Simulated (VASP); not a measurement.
## HfN: single point with LDA

HfN:

```
Hf N
1.0
     3.13391    0.00000    0.00000
    -1.56695    2.71404    0.00000
     0.00000    0.00000    5.41677
Hf N
2 2
Direct
  0.33333 0.66667 0.25000
  0.66667 0.33333 0.75000
  0.00000 0.00000 0.50000
  0.00000 0.00000 0.00000
```

| Item | Value |
| --- | --- |
| Program | VASP 6.6.1 |
| Task | single point |
| Functional | LDA |
| Potentials or basis | VASP PAW LDA potentials, release 64 (Hf_pv, N) |
| Cutoff | 520 eV |
| k mesh | 10 × 10 × 5 |
| Occupations | fermi-dirac, width 0.05 eV |
| Spin | no spin polarisation |

```
Pressure               : -10.1 GPa
Band gap on the k mesh : zero (bands 15 and 16 overlap by 1.70 eV)
```

Stress tensor (GPa, compression positive):
```
 -9.87   0.00   0.00
  0.00  -9.87   0.00
  0.00   0.00 -10.54
```

Levels at points of the mesh, in eV from the Fermi level:
```csv
k point,band 11,band 12,band 13,band 14,band 15,band 16,band 17,band 18,band 19,band 20
"(0.00, 0.00, 0.00)",-4.77,-3.63,-3.63,-1.74,-0.72,0.62,0.62,1.14,1.73,1.73
"(0.50, 0.00, 0.00)",-5.78,-5.53,-3.27,-2.84,-2.45,2.40,2.71,4.34,4.53,5.41
```

Wall time 52 s on 1 thread of AMD EPYC 7R43 64-Core Processor (Zen 3), with other jobs on the host, peak memory 0.12 GiB.

Caveat: the cell stands under tension; spin-orbit coupling is left out, which moves the levels of the heavy elements.
